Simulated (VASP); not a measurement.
# CsSnI3 (Pm-3m) in VASP: further runs

The runs below take CsSnI3 through single point, with PBEsol.

Everything below comes from runs of VASP 6.6.1. Logs are shortened: lines on timing, memory, paths and dates and some standing lists are left out, and cuts for length are marked.

## 1. The cell of the first run

The structure is cubic, space group Pm-3m (No. 221). Conventional cell: a = 5.832 Å, b = 5.832 Å, c = 5.832 Å, α = 90.00°, β = 90.00°, γ = 90.00°. Cs (site symmetry m-3m) has 12 I at 4.12 Å and 8 Sn at 5.05 Å within 5.4 Å. Within 3.8 Å of Sn (site symmetry m-3m) lie 6 I at 2.92 Å. I (site symmetry 4/mmm) has 2 Sn at 2.92 Å within 3.8 Å.

## 2. Single point, PBEsol

INCAR reads:

```
PREC = Accurate ; ENCUT = 520
EDIFF = 1E-6 ; ISMEAR = 0
SIGMA = 0.1 ; LREAL = F
LASPH = T ; NELM = 60
ALGO = Normal ; ISIF = 2
LWAVE = F ; LCHARG = F
GGA = PS ; NBANDS = 30
```

KPOINTS reads:

```
regular mesh
0
Gamma
  6 6 6
```

POSCAR reads:

```
CsSnI3
1.0
    5.8324399609      0.0000000000      0.0000000000
    0.0000000000      5.8324399609      0.0000000000
    0.0000000000      0.0000000000      5.8324399609
Cs Sn I
1 1 3
Direct
    0.0000000000      0.0000000000      0.0000000000
    0.5000000000      0.5000000000      0.5000000000
    0.0000000000      0.5000000000      0.5000000000
    0.5000000000      0.0000000000      0.5000000000
    0.5000000000      0.5000000000      0.0000000000
```

Potentials or basis: VASP PAW PBE potentials, release 64 (Cs_sv, Sn_d, I).

Started as:

```
cat potpaw_PBE.64/Cs_sv/POTCAR potpaw_PBE.64/Sn_d/POTCAR potpaw_PBE.64/I/POTCAR > POTCAR
mpirun -np 1 vasp_std > vasp.out
```

OUTCAR:

```text
PREC = Accurate
   ENCUT = 520
   EDIFF = 1E-6
   ISMEAR = 0
   LREAL = F
   LASPH = T
   NELM = 60
   ISIF = 2
   GGA = PS

 ion  position               nearest neighbor table
   1  0.000  0.000  0.000-
   2  0.500  0.500  0.500-   3 2.92   4 2.92   5 2.92   5 2.92   4 2.92   3 2.92
   3  0.000  0.500  0.500-   2 2.92   2 2.92
   4  0.500  0.000  0.500-   2 2.92   2 2.92
   5  0.500  0.500  0.000-   2 2.92   2 2.92

  LATTYP: Found a simple cubic cell.
 ALAT       =     5.8324399609

  Lattice vectors:

 A1 = (   5.8324399609,   0.0000000000,   0.0000000000)
 A2 = (   0.0000000000,   5.8324399609,   0.0000000000)
 A3 = (   0.0000000000,   0.0000000000,   5.8324399609)

Analysis of symmetry for initial positions (statically):
=====================================================================
 Subroutine PRICEL returns:
 Original cell was already a primitive cell.

 Routine SETGRP: Setting up the symmetry group for a
 simple cubic supercell.

 Subroutine GETGRP returns: Found 48 space group operations
 (whereof 48 operations were pure point group operations)
 out of a pool of 48 trial point group operations.

The static configuration has the point symmetry O_h .

Analysis of symmetry for dynamics (positions and initial velocities):
=====================================================================
 Subroutine PRICEL returns:
 Original cell was already a primitive cell.

 Routine SETGRP: Setting up the symmetry group for a
 simple cubic supercell.

 Subroutine GETGRP returns: Found 48 space group operations
 (whereof 48 operations were pure point group operations)
 out of a pool of 48 trial point group operations.

The dynamic configuration has the point symmetry O_h .

 Subroutine INISYM returns: Found 48 space group operations
 (whereof 48 operations are pure point group operations),
 and found     1 'primitive' translations

----------------------------------------------------------------------------------------

                                     Primitive cell

  volume of cell :     198.4042

  direct lattice vectors                    reciprocal lattice vectors
     5.832439961  0.000000000  0.000000000     0.171454830  0.000000000  0.000000000
[... 83 lines left out ...]
   LSORBIT =      F    spin-orbit coupling
   LASPH  =      T    aspherical Exc in radial PAW
   ENCUT  =  520.0 eV  38.22 Ry    6.18 a.u.  10.84 10.84 10.84*2*pi/ulx,y,z
   NELM   =     60;   NELMIN=  2; NELMDL= -5     # of ELM steps
   EDIFF  = 0.1E-05   stopping-criterion for ELM
   LREAL  =      F    real-space projection
   EDIFFG = 0.1E-04   stopping-criterion for IOM
   NSW    =      0    number of steps for IOM
   IBRION =     -1    ionic relax: 0-MD 1-quasi-New 2-CG
   NFREE  =      0    steps in history (QN), initial steepest desc. (CG)
   ISIF   =      2    stress and relaxation
   ISYM   =      2    0-nonsym 1-usesym 2-fastsym
   POTIM  = 0.5000    time-step for ionic-motion
   TEBEG  =    0.0;   TEEND  =   0.0 temperature during run
   PSTRESS=    0.0 pullay stress
   NELECT =      44.0000    total number of electrons
   NUPDOWN=      -1.0000    fix difference up-down
   EMIN   =  10.00;   EMAX   =-10.00  energy-range for DOS
   EFERMI =   0.00;   METHOD = LEGACY
   ISMEAR =     0;   SIGMA  =   0.10  broadening in eV -4-tet -1-fermi 0-gaus
   EFERMI_NEDOS =   21; number of points for ismear=-14 and -15
   IALGO  =     38    algorithm
   IMIX   =      4    mixing-type and parameters
     AMIX     =   0.40;   BMIX     =  1.00
     AMIX_MAG =   1.60;   BMIX_MAG =  1.00
  volume/ion in A,a.u.               =      39.68       267.78
  Fermi-wavevector in a.u.,A,eV,Ry     =   0.990928  1.872582 13.360082  0.981938
  Thomas-Fermi vector in A             =   2.122633
   LORBIT       =      0    0 simple, 1 ext, 2 COOP (PROOUT), +10 PAW based schemes
   GGA     = PS    functional components
   LHFCALC =     F    Hartree Fock is set to
   AEXX    =    0.0000 exact exchange contribution
   IVDW    =     0    specifies the selected vdW correction
   LEPSILON=     F    determine dielectric tensor
   LRPA    =     F    only Hartree local field effects (RPA)
 non-spin polarized calculation
 Gauss-broadening in eV      SIGMA  =   0.10
  energy-cutoff  :      520.00
  volume of cell :      198.40
 maximum number of plane-waves:      5400
 NGX is ok and might be reduce to    48
   NGX = 21   NGY = 21   NGZ = 21

 number of electron      44.0000003 magnetization

 Free energy of the ion-electron system (eV)
  ---------------------------------------------------
  ext. energy  EPLUGINS =         0.00000000
  ---------------------------------------------------
  free energy    TOTEN  =       -14.72983484 eV

  energy without entropy =      -14.72908672  energy(sigma->0) =      -14.72946078

 E-fermi :   4.6676     XC(G=0):  -8.5007

 val. band max:        4.4259220253   @ k =   0.5000   0.5000   0.3333
 cond. band min:       4.6988894452   @ k =   0.5000   0.5000   0.5000
 fundamental gap:      0.2729674199
 Fermi energy:         4.6675550691

 k-point     1 :       0.0000    0.0000    0.0000
  band No.  band energies     occupation
      1     -17.8736      2.00000
      2     -17.4965      2.00000
      3     -17.4965      2.00000
      4     -17.4373      2.00000
      5     -17.4373      2.00000
      6     -17.4373      2.00000
[... 649 lines left out ...]
     29       8.1412      0.00000
     30       9.5386      0.00000

------------------------ aborting loop because EDIFF is reached ----------------------------------------

  FORCE on cell =-STRESS in cart. coord.  units (eV):
  Direction    XX          YY          ZZ          XY          YZ          ZX
  --------------------------------------------------------------------------------------
  -------------------------------------------------------------------------------------
  Total        4.8818198      4.8818198      4.8818198      0.0000000      0.0000000     -0.0000000
  in kB       39.4222580     39.4222580     39.4222580      0.0000000      0.0000000     -0.0000000
  external PRESSURE =      39.4222580 kB  Pullay stress =       0.0000000 kB

 VOLUME and BASIS-vectors are now :
 -----------------------------------------------------------------------------
  energy-cutoff  :      520.00
  volume of cell :      198.40
      direct lattice vectors                 reciprocal lattice vectors
     5.832439961  0.000000000  0.000000000     0.171454830  0.000000000  0.000000000
     0.000000000  5.832439961  0.000000000     0.000000000  0.171454830  0.000000000
     0.000000000  0.000000000  5.832439961     0.000000000  0.000000000  0.171454830

 POSITION                                       TOTAL-FORCE (eV/Angst)
 -----------------------------------------------------------------------------------
      0.00000      0.00000      0.00000         0.000000      0.000000      0.000000
      2.91622      2.91622      2.91622         0.000000      0.000000      0.000000
      0.00000      2.91622      2.91622         0.000000      0.000000      0.000000
      2.91622      0.00000      2.91622         0.000000      0.000000      0.000000
      2.91622      2.91622      0.00000         0.000000      0.000000      0.000000
 -----------------------------------------------------------------------------------
    total drift:                                0.000000     -0.000000     -0.000000

  FREE ENERGIE OF THE ION-ELECTRON SYSTEM (eV)
  ---------------------------------------------------
  free  energy   TOTEN  =       -14.7298348413 eV

  energy  without entropy=      -14.7290867198  energy(sigma->0) =      -14.72946078
```

It took 63 s on 1 thread of Intel Xeon 6975P-C (Granite Rapids), shared host; peak memory 0.39 GiB.

Results:

| Item | Value |
| --- | --- |
| Free energy | -14.7298 eV |
| Pressure | 3.9 GPa |
| Band gap on the k mesh | zero (filled and empty bands touch) |

Levels at points of the mesh, in eV from the Fermi level:
| k point | band 19 | band 20 | band 21 | band 22 | band 23 | band 24 | band 25 | band 26 |
| --- | --- | --- | --- | --- | --- | --- | --- | --- |
| (0.00, 0.00, 0.00) | -3.03 | -2.73 | -2.73 | -2.73 | 1.77 | 2.26 | 2.26 | 2.59 |
| (0.50, 0.00, 0.00) | -3.32 | -2.97 | -2.97 | -1.55 | 0.92 | 3.50 | 3.53 | 3.54 |
| (0.50, 0.50, 0.00) | -3.49 | -3.07 | -2.19 | -0.44 | 0.60 | 0.60 | 3.76 | 4.10 |
| (0.50, 0.50, 0.50) | -2.16 | -2.16 | -2.16 | 0.03 | 0.03 | 0.03 | 0.73 | 2.37 |

Caveat: the cell stands under pressure; the PAW data sets were made with another functional, which shifts forces and pressure a little; spin-orbit coupling is left out, which moves the levels of the heavy elements.

## 3. Single point, PBEsol

This run uses another cell than the first one, of 24.72 Å³/atom.

INCAR reads:

```
SYSTEM = CsSnI3
ALGO = Normal
EDIFF = 1E-6
ENCUT = 520
GGA = PS
ISIF = 2
ISMEAR = 0
LASPH = .TRUE.
LCHARG = .TRUE.
LELF = .TRUE.
LREAL = .FALSE.
LVHAR = .TRUE.
LWAVE = .FALSE.
NBANDS = 30
NELM = 80
PREC = Accurate
SIGMA = 0.1
```

KPOINTS reads:

```
k-points
0
G
  8 8 8
  0 0 0
```

Changes to POSCAR since step 2:

```diff
@@ -2,5 +2,5 @@
 1.0
-    5.8324399609      0.0000000000      0.0000000000
-    0.0000000000      5.8324399609      0.0000000000
-    0.0000000000      0.0000000000      5.8324399609
+    4.9814178339      0.0000000000      0.0000000000
+    0.0000000000      4.9814178339      0.0000000000
+    0.0000000000      0.0000000000      4.9814178339
 Cs Sn I
```

Potentials or basis: VASP PAW PBE potentials, release 64 (Cs_sv, Sn_d, I).

Started as:

```
cat potpaw_PBE.64/Cs_sv/POTCAR potpaw_PBE.64/Sn_d/POTCAR potpaw_PBE.64/I/POTCAR > POTCAR
mpirun -np 1 vasp_std > vasp.out
```

OUTCAR:

```text
SYSTEM = CsSnI3
   EDIFF = 1E-6
   ENCUT = 520
   GGA = PS
   ISIF = 2
   ISMEAR = 0
   LASPH = .TRUE.
   LREAL = .FALSE.
   NELM = 80
   PREC = Accurate

 ion  position               nearest neighbor table
   1  0.000  0.000  0.000-
   2  0.500  0.500  0.500-   3 2.49   4 2.49   5 2.49   5 2.49   4 2.49   3 2.49
   3  0.000  0.500  0.500-   2 2.49   2 2.49   5 3.52   5 3.52   4 3.52   4 3.52   4 3.52   5 3.52
[... 1000 lines left out ...]
  Direction    XX          YY          ZZ          XY          YZ          ZX
  --------------------------------------------------------------------------------------
  -------------------------------------------------------------------------------------
  Total       38.6841483     38.6841483     38.6841483      0.0000000      0.0000000     -0.0000000
  in kB      501.4004371    501.4004371    501.4004371      0.0000000      0.0000000     -0.0000000
  external PRESSURE =     501.4004371 kB  Pullay stress =       0.0000000 kB

 VOLUME and BASIS-vectors are now :
 -----------------------------------------------------------------------------
  energy-cutoff  :      520.00
  volume of cell :      123.61
      direct lattice vectors                 reciprocal lattice vectors
     4.981417834  0.000000000  0.000000000     0.200746059  0.000000000  0.000000000
     0.000000000  4.981417834  0.000000000     0.000000000  0.200746059  0.000000000
     0.000000000  0.000000000  4.981417834     0.000000000  0.000000000  0.200746059

 POSITION                                       TOTAL-FORCE (eV/Angst)
 -----------------------------------------------------------------------------------
      0.00000      0.00000      0.00000         0.000000      0.000000      0.000000
      2.49071      2.49071      2.49071         0.000000      0.000000      0.000000
      0.00000      2.49071      2.49071         0.000000      0.000000      0.000000
      2.49071      0.00000      2.49071         0.000000      0.000000      0.000000
      2.49071      2.49071      0.00000         0.000000      0.000000      0.000000
 -----------------------------------------------------------------------------------
    total drift:                               -0.000000      0.000000     -0.000000

  FREE ENERGIE OF THE ION-ELECTRON SYSTEM (eV)
  ---------------------------------------------------
  free  energy   TOTEN  =        -5.9221782008 eV

  energy  without entropy=       -5.9199489643  energy(sigma->0) =       -5.92106358
```

OSZICAR:

```text
N       E                     dE             d eps       ncg     rms          rms(c)
DAV:   1     0.421646060960E+03    0.42165E+03   -0.19798E+04  2140   0.161E+03
DAV:   2     0.522390827055E+02   -0.36941E+03   -0.35026E+03  2302   0.401E+02
DAV:   3    -0.340390072206E+01   -0.55643E+02   -0.53512E+02  2532   0.133E+02
DAV:   4    -0.605121925185E+01   -0.26473E+01   -0.26324E+01  2574   0.305E+01
DAV:   5    -0.612595176394E+01   -0.74733E-01   -0.74678E-01  2980   0.560E+00    0.193E+01
DAV:   6    -0.598278920179E+01    0.14316E+00   -0.77303E-02  2660   0.144E+00    0.117E+01
DAV:   7    -0.592395892284E+01    0.58830E-01   -0.12946E-01  2664   0.184E+00    0.617E-01
DAV:   8    -0.592209290211E+01    0.18660E-02   -0.22966E-02  2444   0.836E-01    0.307E-01
DAV:   9    -0.592218277261E+01   -0.89871E-04   -0.17898E-03  2888   0.224E-01    0.111E-01
DAV:  10    -0.592217743445E+01    0.53382E-05   -0.46835E-05  2562   0.399E-02    0.318E-02
DAV:  11    -0.592217820084E+01   -0.76638E-06   -0.32083E-06  2314   0.131E-02
   1 F= -.59221782E+01 E0= -.59210636E+01  d E =-.222924E-02
```

stdout:

```text
POSCAR found type information on POSCAR CsSnI
 POSCAR found :  3 types and       5 ions
 scaLAPACK will be used
 -----------------------------------------------------------------------------
|                                                                             |
|                                                                             |
|     You enforced a specific xc type in the INCAR file but a different       |
|     I HOPE YOU KNOW WHAT YOU ARE DOING!                                     |
|                                                                             |
 -----------------------------------------------------------------------------

 LDA part: xc-table for (Slater+PW92), standard interpolation
 POSCAR, INCAR and KPOINTS ok, starting setup
 FFT: planning ... GRIDC
 FFT: planning ... GRID_SOFT
 FFT: planning ... GRID
 WAVECAR not read
 entering main loop
```

Wall time 58 s (1 thread of Intel Xeon 6975P-C (Granite Rapids), shared host); peak memory 0.31 GiB.

What came out:

| Property | Result |
| --- | --- |
| Free energy | -5.9222 eV |
| Pressure | 50.1 GPa |
| Band gap on the k mesh | zero (bands 22 and 23 overlap by 0.57 eV) |

Caveat: the cell stands under pressure; the PAW data sets were made with another functional, which shifts forces and pressure a little; spin-orbit coupling is left out, which moves the levels of the heavy elements.
